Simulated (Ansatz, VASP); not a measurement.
## One calculation of V, two programs

```
CELL_PARAMETERS angstrom
2.59720 0.00000 0.00000
-1.29860 2.24924 0.00000
0.00000 0.00000 4.66575
ATOMIC_POSITIONS crystal
V 0.33333 0.66667 0.25000
V 0.66667 0.33333 0.75000
```

Alike in both runs: functional r2SCAN; k mesh 6 × 6 × 4; occupations gaussian, width 0.1 eV; collinear spin.

Ansatz relaxed the structure, and its values are those at the end. VASP's run is a single point on that final structure, the one shown.

|  | VASP | Ansatz |
| --- | --- | --- |
| version | VASP 6.6.1 | Ansatz 0.2.0 |
| potentials or method | VASP PAW PBE potentials, release 64 (V_sv), cutoff 520 eV | scalar-relativistic, plane waves, PAW |
| valence electrons in the cell | 26 | 26 |

```csv
,VASP,Ansatz,Ansatz less VASP
gap on the k mesh at the Fermi level (eV),none,none,-
pressure (GPa),0.5,-0.1,-0.64
net moment per atom (μB),0.16,0.16,+0.001
size of the moment on the site where the two differ most (μB),0.13,0.13,-0.006
```

VASP's potentials were made for PBE, not for r2SCAN. Site moments also hang on the region over which each program counts them. A gap of «none» marks a metal or a gap that the smearing closes. Ansatz's warnings: seeded moment not kept.

The k mesh is coarse, so the values compare programs but aren't converged.
